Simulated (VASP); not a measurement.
# PtS2 in VASP: single point with PBE+D3(BJ)

Aim: the single point of PtS2 with PBE+D3(BJ).

Everything below comes from runs of VASP 6.6.1. Logs are shortened: lines on timing, memory, paths and dates and some standing lists are left out, and cuts for length are marked.

## (1) The cell of the first run

The cell holds a slab with vacuum, 6 atoms: a = 3.542 Å, b = 3.542 Å, c = 22.467 Å, α = 90.00°, β = 90.00°, γ = 120.00°.

## (2) Single point, PBE+D3(BJ)

The input, INCAR:

```
SYSTEM = PtS2
ALGO = Normal
DIPOL = 0.5 0.5 0.392
EDIFF = 1E-7
ENCUT = 520
GGA = PE
IDIPOL = 3
ISIF = 2
ISMEAR = 0
IVDW = 12
LASPH = .TRUE.
LCHARG = .FALSE.
LDIPOL = .TRUE.
LREAL = .FALSE.
LWAVE = .FALSE.
NBANDS = 31
NELM = 60
PREC = Accurate
SIGMA = 0.05
```

The input, KPOINTS:

```
k-points
0
G
  9 9 1
  0 0 0
```

The input, POSCAR:

```
PtS2
1.0
    3.5415277692      0.0000000000      0.0000000000
   -1.7707638846      3.0670530163      0.0000000000
    0.0000000000      0.0000000000     22.4670602589
S Pt
4 2
Direct
    0.6666666667      0.3333333333      0.2002932270
    0.3333333333      0.6666666667      0.3108341745
    0.8333333333      1.0000000000      0.4728491403
    0.5000000000      1.3333333333      0.5833900879
    0.0000000000      0.0000000000      0.2555637007
    0.1666666667      0.6666666667      0.5281196141
```

Potentials or basis: VASP PAW PBE potentials, release 64 (S, Pt).

Run with:

```console
cat potpaw_PBE.64/S/POTCAR potpaw_PBE.64/Pt/POTCAR > POTCAR
mpirun -np 1 vasp_std > vasp.out
```

OUTCAR:

```text
SYSTEM = PtS2
   EDIFF = 1E-7
   ENCUT = 520
   GGA = PE
   ISIF = 2
   ISMEAR = 0
   IVDW = 12
   LASPH = .TRUE.
   LREAL = .FALSE.
   NELM = 60
   PREC = Accurate
 IVDW          = 12

 ion  position               nearest neighbor table
   1  0.667  0.333  0.200-   5 2.39   5 2.39   5 2.39
   2  0.333  0.667  0.311-   5 2.39   5 2.39   5 2.39
   3  0.833  0.000  0.473-   6 2.39   6 2.39   6 2.39
   4  0.500  0.333  0.583-   6 2.39   6 2.39   6 2.39
   5  0.000  0.000  0.256-   1 2.39   1 2.39   1 2.39   2 2.39   2 2.39   2 2.39
   6  0.167  0.667  0.528-   4 2.39   3 2.39   3 2.39   4 2.39   3 2.39   4 2.39

  LATTYP: Found a hexagonal cell.
 ALAT       =     3.5415277692
 C/A-ratio  =     6.3438893390

  Lattice vectors:

 A1 = (   3.5415277692,   0.0000000000,   0.0000000000)
 A2 = (  -1.7707638846,   3.0670530163,   0.0000000000)
 A3 = (   0.0000000000,   0.0000000000,  22.4670602589)

Analysis of symmetry for initial positions (statically):
=====================================================================
 Subroutine PRICEL returns:
 Original cell was already a primitive cell.

 Routine SETGRP: Setting up the symmetry group for a
 hexagonal supercell.

 Subroutine GETGRP returns: Found  2 space group operations
 (whereof  1 operations were pure point group operations)
 out of a pool of 24 trial point group operations.

The static configuration has the point symmetry C_1 .
 The point group associated with its full space group is S_2 .

Analysis of symmetry for dynamics (positions and initial velocities):
=====================================================================
 Subroutine PRICEL returns:
 Original cell was already a primitive cell.

 Routine SETGRP: Setting up the symmetry group for a
 hexagonal supercell.

 Subroutine GETGRP returns: Found  2 space group operations
 (whereof  1 operations were pure point group operations)
 out of a pool of 24 trial point group operations.

The dynamic configuration has the point symmetry C_1 .
 The point group associated with its full space group is S_2 .

 Subroutine INISYM returns: Found  2 space group operations
 (whereof  1 operations are pure point group operations),
 and found     1 'primitive' translations

----------------------------------------------------------------------------------------

                                     Primitive cell

  volume of cell :     244.0384

  direct lattice vectors                    reciprocal lattice vectors
     3.541527769  0.000000000  0.000000000     0.282364015  0.163022940  0.000000000
    -1.770763885  3.067053016  0.000000000     0.000000000  0.326045880  0.000000000
[... 107 lines left out ...]
   EFERMI =   0.00;   METHOD = LEGACY
   ISMEAR =     0;   SIGMA  =   0.05  broadening in eV -4-tet -1-fermi 0-gaus
   EFERMI_NEDOS =   21; number of points for ismear=-14 and -15
   IALGO  =     38    algorithm
   IMIX   =      4    mixing-type and parameters
     AMIX     =   0.40;   BMIX     =  1.00
     AMIX_MAG =   1.60;   BMIX_MAG =  1.00
  volume/ion in A,a.u.               =      40.67       274.48
  Fermi-wavevector in a.u.,A,eV,Ry     =   0.924854  1.747720 11.637800  0.855354
  Thomas-Fermi vector in A             =   2.050645
   LORBIT       =      0    0 simple, 1 ext, 2 COOP (PROOUT), +10 PAW based schemes
   GGA     = PE    functional components
   LHFCALC =     F    Hartree Fock is set to
   AEXX    =    0.0000 exact exchange contribution
   IVDW    =    12    specifies the selected vdW correction
   LEPSILON=     F    determine dielectric tensor
   LRPA    =     F    only Hartree local field effects (RPA)
 non-spin polarized calculation
 Gauss-broadening in eV      SIGMA  =   0.05
  energy-cutoff  :      520.00
  volume of cell :      244.04
 maximum number of plane-waves:      6671
   NGX = 13   NGY = 13   NGZ = 83

 dipolmoment           0.000000      0.000000      0.000002 electrons x Angstroem

 number of electron      44.0000000 magnetization

 dipolmoment           0.000000      0.000000     -0.000005 electrons x Angstroem

 Free energy of the ion-electron system (eV)
  ---------------------------------------------------
  ext. energy  EPLUGINS =         0.00000000
  ---------------------------------------------------
  free energy    TOTEN  =       -30.90669955 eV

  energy without entropy =      -30.90669955  energy(sigma->0) =      -30.90669955

 E-fermi :  -0.4004     XC(G=0):  -5.4778

 val. band max:       -0.6799357259   @ k =  -0.2222   0.1111   0.0000
 cond. band min:       0.8629950042   @ k =  -0.2222   0.2222   0.0000
 fundamental gap:      1.5429307301
 Fermi energy:        -0.4004413879

 k-point     1 :       0.0000    0.0000    0.0000
  band No.  band energies     occupation
      1     -14.8993      2.00000
      2     -14.8728      2.00000
      3     -12.7185      2.00000
      4     -12.6534      2.00000
      5      -6.3888      2.00000
      6      -6.3875      2.00000
[... 805 lines left out ...]
     30       6.9640      0.00000
     31       7.3338      0.00000

 [... further k-points ...]

------------------------ aborting loop because EDIFF is reached ----------------------------------------

 vacuum level on the upper side and lower side of the slab       (xc-potential included)        -0.183        -0.182

 Edisp (eV)   -1.86008

 E8    (eV) :    -0.7715

  FORCE on cell =-STRESS in cart. coord.  units (eV):
  Direction    XX          YY          ZZ          XY          YZ          ZX
  --------------------------------------------------------------------------------------
  -------------------------------------------------------------------------------------
  Total      -0.51975    -0.50821    -0.86959     0.01239     0.02292     0.04088
  in kB      -3.41227    -3.33656    -5.70906     0.08132     0.15047     0.26836
  external pressure =       -4.15 kB  Pullay stress =        0.00 kB

 VOLUME and BASIS-vectors are now :
 -----------------------------------------------------------------------------
  energy-cutoff  :      520.00
  volume of cell :      244.04
      direct lattice vectors                 reciprocal lattice vectors
     3.541527769  0.000000000  0.000000000     0.282364015  0.163022940  0.000000000
    -1.770763885  3.067053016  0.000000000     0.000000000  0.326045880  0.000000000
     0.000000000  0.000000000 22.467060259     0.000000000  0.000000000  0.044509606

 POSITION                                       TOTAL-FORCE (eV/Angst)
 -----------------------------------------------------------------------------------
      1.77076      1.02235      4.50000        -0.002350     -0.002675      0.042502
     -0.00000      2.04470      6.98353        -0.005040     -0.005964      0.020033
      2.95127      0.00000     10.62353         0.005040      0.005964     -0.020033
      1.18051      1.02235     13.10706         0.002350      0.002675     -0.042502
      0.00000      0.00000      5.74177        -0.000340      0.003482      0.058255
     -0.59025      2.04470     11.86530         0.000340     -0.003482     -0.058255
 -----------------------------------------------------------------------------------
    total drift:                                0.000003      0.000003     -0.000171

  FREE ENERGIE OF THE ION-ELECTRON SYSTEM (eV)
  ---------------------------------------------------
  free  energy   TOTEN  =       -32.7667844031 eV

  energy  without entropy=      -32.7667844031  energy(sigma->0) =      -32.76678440

 vacuum level on the upper side and lower side of the slab         5.309         5.310
```

Wall time 10 min (1 thread of AMD EPYC 7R43 (Zen 3), shared host); peak memory 0.46 GiB.

What came out:

```
Free energy                : -32.7668 eV
Largest force              : 0.058 eV/Å
Band gap on the k mesh     : 1.54 eV, indirect (least direct gap 1.64 eV)
Dispersion energy per atom : -0.310 eV
```

Forces on the atoms (eV/Å):
```
S   -0.002 -0.003  0.043
S   -0.005 -0.006  0.020
S    0.005  0.006 -0.020
S    0.002  0.003 -0.043
Pt   0.000  0.003  0.058
Pt   0.000 -0.003 -0.058
```

Caveat: spin-orbit coupling is left out, which moves the levels of the heavy elements.
